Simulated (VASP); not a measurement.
Input of a VASP 6.6.1 run:

Contents of INCAR:

```
SYSTEM = Ba
  PREC = Accurate
  ENCUT = 520
  EDIFF = 1E-6
  ISMEAR = 0
  SIGMA = 0.1
  LREAL = .False.
  LASPH = .True.
  NELM = 80
  ALGO = Fast
  ISIF = 2
  LWAVE = .False.
  LCHARG = .False.
  GGA = PE
  NBANDS = 11
```

Contents of KPOINTS:

```
Automatic mesh
0
Gamma
  10 10 10
  0 0 0
```

File POSCAR:

```
Ba
1.0
   -2.4612750000      2.4830250000      2.4612750000
    2.4965750000     -2.5330250000      2.5465750000
    2.5112750000      2.5830250000     -2.5112750000
Ba
1
Direct
    0.0000000000      0.0000000000      0.0000000000
```

Potentials or basis: VASP PAW PBE potentials, release 64 (Ba_sv).

Command:

```bash
$ cat potpaw_PBE.64/Ba_sv/POTCAR > POTCAR
$ mpirun -np 1 vasp_std > vasp.out
```

(1) Estimate the band gap on the k mesh.

(2) Predict the pressure.

Answers

(1) zero (bands 5 and 6 overlap by 0.85 eV).

(2) 0.0 GPa.

Caveat: the cell differs from its parent crystal (strained); spin-orbit coupling is left out, which moves the levels of the heavy elements.
